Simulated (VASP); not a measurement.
# CoO (Fm-3m) in VASP: further runs

CoO is run at these levels: BLYP, PBE, PBE+D3(BJ), LDA; tasks: relaxation of cell and atoms, single point.

All numbers are computed with VASP 6.6.1; they aren't measurements. Logs are shortened: lines on timing, memory, paths and dates and some standing lists are left out, and cuts for length are marked.

## Step 1: The cell of the first run

It takes space group Fm-3m (No. 225, cubic). The conventional cell has a = 4.263 Å, b = 4.263 Å, c = 4.263 Å, α = 90.00°, β = 90.00°, γ = 90.00°. Within 2.8 Å of Co (site symmetry m-3m) lie 6 O at 2.13 Å. Within 2.8 Å of O (site symmetry m-3m) lie 6 Co at 2.13 Å.

## Step 2: Relaxation of cell and atoms, BLYP, collinear spin, ferromagnetic start

Contents of INCAR:

```
SYSTEM = CoO
AGGAC = 1.0 ; AGGAX = 1.0
ALDAC = 0.0 ; ALDAX = 1.0
ALGO = Normal ; EDIFF = 1E-6
EDIFFG = -0.01 ; ENCUT = 600
GGA = B5 ; IBRION = 2
ISIF = 3 ; ISMEAR = -1
ISPIN = 2 ; LASPH = .True.
LCHARG = .False. ; LMAXMIX = 4
LORBIT = 11 ; LREAL = .False.
LWAVE = .False. ; MAGMOM = 2 0
NELM = 150 ; NSW = 60
PREC = Accurate ; SIGMA = 0.05
```

Contents of KPOINTS:

```
k-points
0
Gamma
  11 11 11
  0 0 0
```

Contents of POSCAR:

```
CoO
1.0
    0.0000000000      2.1315000000      2.1315000000
    2.1315000000      0.0000000000      2.1315000000
    2.1315000000      2.1315000000      0.0000000000
Co O
1 1
Direct
    0.0000000000      0.0000000000      0.0000000000
    0.5000000000      0.5000000000      0.5000000000
```

Potentials or basis: VASP PAW PBE potentials, release 64 (Co, O).

Started as:

```sh
> cat potpaw_PBE.64/Co/POTCAR potpaw_PBE.64/O/POTCAR > POTCAR
> mpirun -np 1 vasp_std > vasp.out
```

OUTCAR:

```text
SYSTEM = CoO
   EDIFF = 1E-6
   EDIFFG = -0.01
   ENCUT = 600
   GGA = B5
   IBRION = 2
   ISIF = 3
   ISMEAR = -1
   ISPIN = 2
   LASPH = .True.
   LORBIT = 11
   LREAL = .False.
   NELM = 150
   NSW = 60
   PREC = Accurate

 ion  position               nearest neighbor table
   1  0.000  0.000  0.000-   2 2.13   2 2.13   2 2.13   2 2.13   2 2.13   2 2.13
   2  0.500  0.500  0.500-   1 2.13   1 2.13   1 2.13   1 2.13   1 2.13   1 2.13

  LATTYP: Found a face centered cubic cell.
 ALAT       =     4.2630000000

  Lattice vectors:

 A1 = (   0.0000000000,   2.1315000000,   2.1315000000)
 A2 = (   2.1315000000,   0.0000000000,   2.1315000000)
 A3 = (   2.1315000000,   2.1315000000,   0.0000000000)

Analysis of symmetry for initial positions (statically):
[... 25 lines left out ...]
The dynamic configuration has the point symmetry O_h .

Analysis of structural, dynamic, and magnetic symmetry:
=====================================================================
 Subroutine PRICEL returns:
[... 7 lines left out ...]
 out of a pool of 48 trial point group operations.

The overall configuration has the point symmetry O_h .

 Subroutine INISYM returns: Found 48 space group operations
[... 5 lines left out ...]
                                     Primitive cell

  volume of cell :      19.3681

  direct lattice vectors                    reciprocal lattice vectors
     0.000000000  2.131500000  2.131500000    -0.234576589  0.234576589  0.234576589
     2.131500000  0.000000000  2.131500000     0.234576589 -0.234576589  0.234576589
     2.131500000  2.131500000  0.000000000     0.234576589  0.234576589 -0.234576589

  length of vectors
     3.014396208  3.014396208  3.014396208     0.406298571  0.406298571  0.406298571

  position of ions in fractional coordinates (direct lattice)
     0.000000000  0.000000000  0.000000000
     0.500000000  0.500000000  0.500000000

  ion indices of the primitive-cell ions
   primitive index   ion index
                 1           1
                 2           2

----------------------------------------------------------------------------------------

 KPOINTS: k-points

Automatic generation of k-mesh.
 Grid dimensions read from file:
 generate k-points for:   11   11   11

 Generating k-lattice:

  Cartesian coordinates                     Fractional coordinates (reciprocal lattice)
    -0.021325144  0.021325144  0.021325144     0.090909091  0.000000000  0.000000000
     0.021325144 -0.021325144  0.021325144     0.000000000  0.090909091  0.000000000
     0.021325144  0.021325144 -0.021325144     0.000000000  0.000000000  0.090909091

  Length of vectors
     0.036936234  0.036936234  0.036936234

  Shift w.r.t. Gamma in fractional coordinates (k-lattice)
     0.000000000  0.000000000  0.000000000

 Subroutine IBZKPT returns following result:
 ===========================================

 Found     56 irreducible k-points:

 Following reciprocal coordinates:
            Coordinates               Weight
  0.000000  0.000000  0.000000      1.000000
  0.090909  0.000000  0.000000      8.000000
  0.181818  0.000000  0.000000      8.000000
  0.272727  0.000000  0.000000      8.000000
  0.363636  0.000000  0.000000      8.000000
  0.454545  0.000000  0.000000      8.000000
[... 16 lines left out ...]
 -0.272727  0.181818  0.000000     24.000000
 -0.181818  0.181818  0.000000     12.000000
 [... further k-points ...]
   k-points           NKPTS =     56   k-points in BZ     NKDIM =     56   number of bands    NBANDS=     12
   number of dos      NEDOS =    301   number of ions     NIONS =      2
   total plane-waves  NPLWV =  13824
   dimension x,y,z NGX =    24 NGY =   24 NGZ =   24
   dimension x,y,z NGXF=    48 NGYF=   48 NGZF=   48
   ions per type =               1   1
   NGX,Y,Z   is equivalent  to a cutoff of  13.24, 13.24, 13.24 a.u.
   NGXF,Y,Z  is equivalent  to a cutoff of  26.47, 26.47, 26.47 a.u.
 SYSTEM =  CoO
   PREC   = accura    normal or accurate (medium, high low for compatibility)
   ISTART =      0    job   : 0-new  1-cont  2-samecut
   ICHARG =      2    charge: 1-file 2-atom 10-const
   ISPIN  =      2    spin polarized calculation?
   LNONCOLLINEAR =      F non collinear calculations
   LSORBIT =      F    spin-orbit coupling
   LASPH  =      T    aspherical Exc in radial PAW
   ENCUT  =  600.0 eV  44.10 Ry    6.64 a.u.   6.02  6.02  6.02*2*pi/ulx,y,z
   NELM   =    150;   NELMIN=  2; NELMDL= -5     # of ELM steps
   EDIFF  = 0.1E-05   stopping-criterion for ELM
   LREAL  =      F    real-space projection
   EDIFFG = -.1E-01   stopping-criterion for IOM
   NSW    =     60    number of steps for IOM
   IBRION =      2    ionic relax: 0-MD 1-quasi-New 2-CG
   NFREE  =      1    steps in history (QN), initial steepest desc. (CG)
   ISIF   =      3    stress and relaxation
   ISYM   =      2    0-nonsym 1-usesym 2-fastsym
   POTIM  = 0.5000    time-step for ionic-motion
   TEBEG  =    0.0;   TEEND  =   0.0 temperature during run
   PSTRESS=    0.0 pullay stress
   NELECT =      15.0000    total number of electrons
   NUPDOWN=      -1.0000    fix difference up-down
   EMIN   =  10.00;   EMAX   =-10.00  energy-range for DOS
   EFERMI =   0.00;   METHOD = LEGACY
   ISMEAR =    -1;   SIGMA  =   0.05  broadening in eV -4-tet -1-fermi 0-gaus
   EFERMI_NEDOS =   21; number of points for ismear=-14 and -15
   IALGO  =     38    algorithm
   IMIX   =      4    mixing-type and parameters
     AMIX     =   0.40;   BMIX     =  1.00
     AMIX_MAG =   1.60;   BMIX_MAG =  1.00
  volume/ion in A,a.u.               =       9.68        65.35
  Fermi-wavevector in a.u.,A,eV,Ry     =   1.503407  2.841027 30.752334  2.260233
  Thomas-Fermi vector in A             =   2.614521
   LORBIT       =     11    0 simple, 1 ext, 2 COOP (PROOUT), +10 PAW based schemes
   GGA     = B5    functional components
   LHFCALC =     F    Hartree Fock is set to
   AEXX    =    0.0000 exact exchange contribution
   IVDW    =     0    specifies the selected vdW correction
   LEPSILON=     F    determine dielectric tensor
   LRPA    =     F    only Hartree local field effects (RPA)
 conjugate gradient relaxation of ions
 spin polarized calculation
  energy-cutoff  :      600.00
  volume of cell :       19.37
 maximum number of plane-waves:       660
   NGX = 13   NGY = 13   NGZ = 13

--------------------------------------- Ionic step        1  -------------------------------------------

 number of electron      15.0000007 magnetization       2.7736924

 Free energy of the ion-electron system (eV)
  ---------------------------------------------------
  ext. energy  EPLUGINS =         0.00000000
  ---------------------------------------------------
  free energy    TOTEN  =       -12.11958167 eV

  energy without entropy =      -12.08149246  energy(sigma->0) =      -12.10053707

------------------------ aborting loop because EDIFF is reached ----------------------------------------

  FORCE on cell =-STRESS in cart. coord.  units (eV):
  Direction    XX          YY          ZZ          XY          YZ          ZX
  --------------------------------------------------------------------------------------
  -------------------------------------------------------------------------------------
  Total        0.4979805      0.4979805      0.4979805     -0.0000000     -0.0000000     -0.0000000
  in kB       41.1942767     41.1942767     41.1942767     -0.0000000     -0.0000000     -0.0000000
  external PRESSURE =      41.1942767 kB  Pullay stress =       0.0000000 kB

 VOLUME and BASIS-vectors are now :
 -----------------------------------------------------------------------------
  energy-cutoff  :      600.00
  volume of cell :       19.37
      direct lattice vectors                 reciprocal lattice vectors
     0.000000000  2.131500000  2.131500000    -0.234576589  0.234576589  0.234576589
     2.131500000  0.000000000  2.131500000     0.234576589 -0.234576589  0.234576589
     2.131500000  2.131500000  0.000000000     0.234576589  0.234576589 -0.234576589
[... 37 lines left out ...]
 POSITION                                       TOTAL-FORCE (eV/Angst)
 -----------------------------------------------------------------------------------
      0.00000      2.15710      2.15710        -0.000000      0.000000      0.000000
      2.15710      2.15710      2.15710         0.000000     -0.000000     -0.000000
 -----------------------------------------------------------------------------------
    total drift:                               -0.000000     -0.000000      0.000000

  FREE ENERGIE OF THE ION-ELECTRON SYSTEM (eV)
  ---------------------------------------------------
  free  energy   TOTEN  =       -12.1249566991 eV

  energy  without entropy=      -12.0870313628  energy(sigma->0) =      -12.10599403

--------------------------------------- Ionic step        3  -------------------------------------------

 number of electron      15.0000006 magnetization       2.8463191

 Free energy of the ion-electron system (eV)
  ---------------------------------------------------
  ext. energy  EPLUGINS =         0.00000000
  ---------------------------------------------------
  free energy    TOTEN  =       -12.12593688 eV

  energy without entropy =      -12.08818833  energy(sigma->0) =      -12.10706260

 E-fermi :   7.8022     XC(G=0): -11.6746

 val. band max:        7.7962547017   @ k =  -0.1818   0.2727   0.0909
 cond. band min:       7.8070629572   @ k =  -0.2727   0.1818   0.0000
 fundamental gap:      0.0108082555
 Fermi energy:         7.8022051027

 spin component 1

 k-point     1 :       0.0000    0.0000    0.0000
  band No.  band energies     occupation
      1     -11.9726      1.00000
      2       4.7636      1.00000
      3       4.7636      1.00000
      4       4.8440      1.00000
      5       4.8440      1.00000
      6       4.8440      1.00000
      7       4.9224      1.00000
      8       4.9224      1.00000
      9       4.9224      1.00000
     10       9.0102      0.00000
     11      25.3332      0.00000
     12      26.1246      0.00000

 k-point     2 :       0.0909    0.0000    0.0000
  band No.  band energies     occupation
      1     -11.8932      1.00000
      2       4.0176      1.00000
      3       4.0176      1.00000
      4       4.0297      1.00000
      5       4.9556      1.00000
      6       4.9556      1.00000
      7       5.2430      1.00000
      8       5.6393      1.00000
      9       5.6393      1.00000
     10       9.5625      0.00000
     11      23.4223      0.00000
     12      25.7538      0.00000
[... 316 lines left out ...]
 k-point    24 :      -0.1818    0.1818    0.0000
  band No.  band energies     occupation
      1     -11.2853      1.00000
      2       1.5300      1.00000
      3       2.5113      1.00000
      4       3.1313      1.00000
      5       5.2267      1.00000
      6       5.2597      1.00000
      7       5.9649      1.00000
      8       5.9846      1.00000
      9       7.5927      0.98507
     10      12.5837      0.00000
     11      19.6899      0.00000
     12      20.4045      0.00000

 [... further k-points ...]

 spin component 2

 k-point     1 :       0.0000    0.0000    0.0000
  band No.  band energies     occupation
      1     -11.4922      1.00000
      2       5.3767      1.00000
      3       5.3767      1.00000
      4       5.3767      1.00000
      5       6.7750      1.00000
      6       6.7751      1.00000
      7       6.7752      1.00000
      8       7.9293      0.07301
      9       7.9294      0.07281
     10       9.5086      0.00000
     11      25.2895      0.00000
     12      26.5730      0.00000

 k-point     2 :       0.0909    0.0000    0.0000
  band No.  band energies     occupation
      1     -11.4103      1.00000
      2       4.7036      1.00000
      3       5.0950      1.00000
      4       5.0950      1.00000
      5       6.8730      1.00000
      6       6.8731      1.00000
      7       6.9338      1.00000
      8       8.2163      0.00025
      9       8.2165      0.00025
     10      10.0751      0.00000
     11      23.7166      0.00000
     12      26.2448      0.00000
[... 352 lines left out ...]
 POSITION                                       TOTAL-FORCE (eV/Angst)
 -----------------------------------------------------------------------------------
      0.00000      0.00000      0.00000         0.000000     -0.000000     -0.000000
      2.14978      2.14978      2.14978         0.000000      0.000000      0.000000
 -----------------------------------------------------------------------------------
    total drift:                                0.000000     -0.000000     -0.000000

  FREE ENERGIE OF THE ION-ELECTRON SYSTEM (eV)
  ---------------------------------------------------
  free  energy   TOTEN  =       -12.1259368773 eV

  energy  without entropy=      -12.0881883280  energy(sigma->0) =      -12.10706260

 reached required accuracy - stopping structural energy minimisation

 total charge

# of ion       s       p       d       tot
------------------------------------------
    1        0.280   0.329   7.159   7.768
    2        1.546   3.430   0.000   4.977
--------------------------------------------------
tot          1.826   3.760   7.159  12.745

 magnetization (x)

# of ion       s       p       d       tot
------------------------------------------
    1        0.018   0.015   2.471   2.505
    2        0.028   0.261   0.000   0.289
--------------------------------------------------
tot          0.046   0.276   2.471   2.794
```

It took 65 s on 1 thread of Intel Xeon Platinum 8488C (Sapphire Rapids), shared host; peak memory 0.16 GiB.

Results:

- Free energy: -12.1259 eV
- Relaxed volume: 9.94 Å³/atom
- Relaxed cell: a = 3.040 Å, b = 3.040 Å, c = 3.040 Å, α = 60.00°, β = 60.00°, γ = 60.00°
- Space group after relaxing (to 0.05 Å): Fm-3m (No. 225)
- Energy gained by relaxing: 3.2 meV/atom
- Ionic steps: 3
- Pressure after relaxing: 0.0 GPa
- Net moment: 2.85 μB per cell
- Site moments: Co +2.50; O +0.29 μB
- Valence electrons inside the program's atomic spheres: Co 7.77; O 4.98

The path:
| step | energy change (eV) | largest force (eV/Å) | pressure (GPa) | volume (Å³) |
| --- | --- | --- | --- | --- |
| 1 | 0.0000 | 0.0000 | 4.12 | 19.37 |
| 2 | -0.0054 | 0.0000 | -1.58 | 20.07 |
| 3 | -0.0064 | 0.0000 | -0.03 | 19.87 |

Final structure:
```
Co O
1.0
     0.00000    2.14978    2.14978
     2.14978    0.00000    2.14978
     2.14978    2.14978    0.00000
Co O
1 1
Direct
  0.00000 0.00000 0.00000
  0.50000 0.50000 0.50000
```

Levels at points of the mesh, in eV from the Fermi level:
Spin up:
| k point | band 7 | band 8 | band 9 | band 10 | band 11 | band 12 |
| --- | --- | --- | --- | --- | --- | --- |
| (0.00, 0.00, 0.00) | -2.88 | -2.88 | -2.88 | 1.21 | 17.53 | 18.32 |
Spin down:
```csv
k point,band 2,band 3,band 4,band 5,band 6,band 7,band 8,band 9,band 10,band 11
"(0.00, 0.00, 0.00)",-2.43,-2.43,-2.43,-1.03,-1.03,-1.03,0.13,0.13,1.71,17.49
```

Caveat: the PAW data sets were made with another functional, which shifts forces and pressure a little; a cell with one magnetic atom can't hold antiferromagnetic order, which such compounds often take; semilocal functionals often make such compounds metallic where correlation or magnetic order opens a gap, which also shifts bond lengths.

## Step 3: Single point, PBE, collinear spin, ferromagnetic start

Contents of INCAR:

```
SYSTEM = CoO
PREC = Accurate
ENCUT = 600
EDIFF = 1E-6
ISMEAR = -1
SIGMA = 0.05
LREAL = .FALSE.
LASPH = .TRUE.
NELM = 200
ALGO = Normal
ISIF = 2
LWAVE = .FALSE.
LCHARG = .FALSE.
ISPIN = 2
MAGMOM = 3.5 0
LORBIT = 11
LMAXMIX = 4
GGA = PE
NBANDS = 22
GGA_COMPAT = .FALSE.
```

Contents of KPOINTS:

```
Automatic mesh
0
G
  11 11 11
  0 0 0
```

POSCAR is that of step 2.

Potentials or basis: VASP PAW PBE potentials, release 64 (Co_sv, O).

Started as:

```sh
> cat potpaw_PBE.64/Co_sv/POTCAR potpaw_PBE.64/O/POTCAR > POTCAR
> mpirun -np 1 vasp_std > vasp.out
```

Wall time 59 s (1 thread of AMD EPYC 9R45 (Zen 5), shared host); peak memory 0.14 GiB.

The run converged. Its results:

```yaml
Free_energy: -13.1390 eV
Pressure: -4.8 GPa
Net_moment: 2.92 μB per cell
Site_moments: Co +2.52; O +0.29 μB
Valence_electrons_inside_the_program's_atomic_spheres: Co 14.87; O 4.98
```

Levels at points of the mesh, in eV from the Fermi level:
Spin up:
```csv
k point,band 10,band 11,band 12,band 13,band 14,band 15,band 16,band 17
"(0.00, 0.00, 0.00)",-3.15,-3.08,-3.08,-3.08,0.91,16.75,18.01,18.01
```
Spin down:
```csv
k point,band 6,band 7,band 8,band 9,band 10,band 11,band 12,band 13,band 14,band 15
"(0.00, 0.00, 0.00)",-2.61,-2.61,-2.61,-1.10,-1.10,-1.10,0.09,0.09,1.45,16.64
```

Caveat: a cell with one magnetic atom can't hold antiferromagnetic order, which such compounds often take; semilocal functionals often make such compounds metallic where correlation or magnetic order opens a gap, which also shifts bond lengths. With open d or f shells a metallic result of PBE can be an artefact of self-interaction; +U or a hybrid may open a gap.

[end of part 1 of 2]
